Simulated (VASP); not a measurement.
SnO, 8 atoms in the cell. The cell holds a slab with vacuum, 8 atoms: a = 3.820 Å, b = 3.820 Å, c = 22.226 Å, α = 90.00°, β = 90.00°, γ = 90.00°.  This cell differs from its parent crystal: layers slid over each other.

* Program: VASP 6.6.1
* Task: single point
* Functional: PBE
* Dispersion: D3(BJ)
* Potentials or basis: VASP PAW PBE potentials, release 64 (Sn_d, O)
* Cutoff: 520 eV
* k mesh: 7 × 7 × 1
* Occupations: gaussian, width 0.05 eV
* Spin: no spin polarisation
* Dipole correction: yes
* Further INCAR settings: ALGO = Normal; EDIFF = 1e-06; NBANDS = 50

Potentials or basis: VASP PAW PBE potentials, release 64 (Sn_d, O).

Command:

```bash
$ cat potpaw_PBE.64/Sn_d/POTCAR potpaw_PBE.64/O/POTCAR > POTCAR
$ mpirun -np 1 vasp_std > vasp.out
```

Hardware: 1 thread of Intel Xeon 8259CL, with other jobs on the host.

Task: How long does it take, and how much memory?

Result: Wall time 11 min on 1 thread of Intel Xeon 8259CL, on a shared host, peak memory 0.45 GiB. Counts: scf iterations 23, k points 16.
